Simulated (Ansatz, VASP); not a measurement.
## Two plane-wave programs on Sn

The input INCAR:

```
SYSTEM = Sn
ALGO = Normal
EDIFF = 1E-6
ENCUT = 520
GGA = PE
ISIF = 2
ISMEAR = -1
LASPH = .TRUE.
LCHARG = .FALSE.
LREAL = .FALSE.
LWAVE = .FALSE.
NBANDS = 21
NELM = 60
PREC = Accurate
SIGMA = 0.03
```

The input KPOINTS:

```
k-points
0
G
  11 11 8
  0 0 0
```

File POSCAR:

```
Sn
1.0
   -2.9773321013      2.9790067394      1.6030901642
    2.9790067394     -2.9773321013      1.6030901642
    2.9770686044      2.9770686044     -1.6000204610
Sn
2
Direct
    0.0000231878      0.9999768122      0.0000000000
    0.7499768122      0.2500231878      0.5000000000
```

Input for Ansatz:

```yaml
crystal:
  lattice:
    - [-2.9773321013, 2.9790067394, 1.6030901642]
    - [2.9790067394, -2.9773321013, 1.6030901642]
    - [2.9770686044, 2.9770686044, -1.600020461]
  atoms:
    - { symbol: Sn, position: [2.31878e-05, 0.9999768122, 0.0] }
    - { symbol: Sn, position: [0.7499768122, 0.2500231878, 0.5] }
hamiltonian:
  xc: pbe
  pseudopotentials:
    kind: paw
    azcp:
      Sn: "pseudopotentials/Sn.paw.azcp"
basis:
  ecutwfc: 420
  fft_grid_basis: typed
kpoints:
  mp_grid: { grid: [11, 11, 8], shift: [0, 0, 0] }
magnetization:
  spin_polarized: false
scf:
  occupations: { method: fermi_dirac, width: 0.03 }
  lower_state_search: "off"
output:
  stress: true
```

Alike in both runs: task single point; functional PBE; k mesh 11 × 11 × 8; occupations fermi-dirac, width 0.03 eV; no spin polarisation.

|  | VASP | Ansatz |
| --- | --- | --- |
| version | VASP 6.6.1 | Ansatz 0.2.0 |
| potentials or method | VASP PAW PBE potentials, release 64 (Sn_d), cutoff 520 eV | plane waves (420 eV) with PAW, scalar-relativistic |
| valence electrons in the cell | 28 | 28 |

Ansatz gave:

* pressure (GPa): 0.0
* traceless stress, the component that is largest in VASP (GPa): -0.11

Task: Estimate VASP's values.

Result: Pressure (GPa): -0.1; traceless stress, the component that is largest in VASP (GPa): -0.11.
